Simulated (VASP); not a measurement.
Runs of VASP 6.6.1 on Ga. The structure is that of space group I4_1/amd (No. 141), or close to it. The cells are those of the table. 

```tsv
task	cell	cutoff (eV)	gap on the mesh (eV)	pressure (GPa)
single point	a = 3.010 Å, angles 96.9, 96.9, 139.4°, 2 atoms	520	none	334.2
relaxation of cell and atoms	relaxed to 330 GPa from a = 2.955 Å, angles 97.5, 97.5, 137.5°, 2 atoms	600	none	330.0
relaxation of cell and atoms	relaxed to 330 GPa from a = 3.010 Å, angles 96.9, 96.9, 139.4°, 2 atoms	600	none	330.0
single point	a = 3.011 Å, angles 96.9, 96.9, 139.4°, 2 atoms	520	none	(a)
```

Alike in all rows: level PBE; potentials or basis VASP PAW PBE potentials, release 64 (Ga_d); no spin polarisation; k mesh 20 × 20 × 20; smearing fermi-dirac 0.05 eV.

Fill in the values left out.

(a) 334.0.

Caveats: the cell stands under pressure (at least some runs); the cell is relaxed towards a set pressure, so the run minimises the enthalpy, not the energy (at least some runs).

A k mesh can miss the band edges, and the runs leave out spin-orbit coupling on Ga.

A gap of «none» marks levels without a gap at the run's occupations.
